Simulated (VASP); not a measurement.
Set up this calculation in VASP 6.6.1, as the native input.

```yaml
Task: relaxation of cell and atoms
Functional: PBE
Potentials_or_basis: VASP PAW PBE potentials, release 64 (Sn_d, Te)
Cutoff: 600 eV
k_mesh: 14 × 14 × 16
Occupations: gaussian, width 0.1 eV
Spin: no spin polarisation
Dipole_correction: no
Further_INCAR_settings: ALGO = Normal; EDIFF = 1e-06; IBRION = 2; EDIFFG = -0.01; NSW = 100; ISIF = 3
```

The structure of SnTe lies in POSCAR:

```
SnTe
1.0
    4.1349974102      0.0000000000      0.0000000000
    0.0000000000      4.1349974102      0.0000000000
    0.0000000000      0.0000000000      3.4683069887
Sn Te
1 1
Direct
    0.5000000000      0.5000000000      0.5000000000
    0.0000000000      0.0000000000      0.0000000000
```

The cell was generated, and may not be a known phase.

The input as run:

INCAR

```
PREC     = Accurate       # precision mode
ENCUT    = 600            # plane-wave cutoff, eV
EDIFF    = 1E-6           # SCF threshold, eV
ISMEAR   = 0              # smearing method
SIGMA    = 0.1            # smearing width, eV
LREAL    = False          # projectors in reciprocal space
LASPH    = True           # aspherical terms in the spheres
NELM     = 80             # most SCF steps
ALGO     = Normal         # electronic algorithm
ISIF     = 3              # what is computed and relaxed
LWAVE    = False          # write WAVECAR
LCHARG   = False          # write CHGCAR
GGA      = PE             # functional
IBRION   = 2              # ionic algorithm
NSW      = 100            # ionic steps
EDIFFG   = -0.01          # ionic threshold
```

KPOINTS

```
Automatic mesh
0
Gamma
  14 14 16
```

Potentials or basis: VASP PAW PBE potentials, release 64 (Sn_d, Te).

Run with:

```sh
$ cat potpaw_PBE.64/Sn_d/POTCAR potpaw_PBE.64/Te/POTCAR > POTCAR
$ mpirun -np 1 vasp_std > vasp.out
```

Results of the run:

The relaxed volume is 29.41 Å³/atom, the relaxed cell is a = 3.891 Å, b = 3.891 Å, c = 3.886 Å, α = 90.00°, β = 90.00°, γ = 90.00° and the space group after relaxing (to 0.1 Å) is Pm-3m (No. 221). The energy gained by relaxing is 25.8 meV/atom and the ionic steps are 10. The pressure after relaxing is 0.0 GPa. The band gap on the k mesh is zero (bands 10 and 11 overlap by 1.73 eV).

Caveat: spin-orbit coupling is left out, which moves the levels of the heavy elements.

Run time: 8.9 min on 1 thread of Intel(R) Xeon(R) 6975P-C (Granite Rapids) (shared host), peak memory 0.5 GiB.
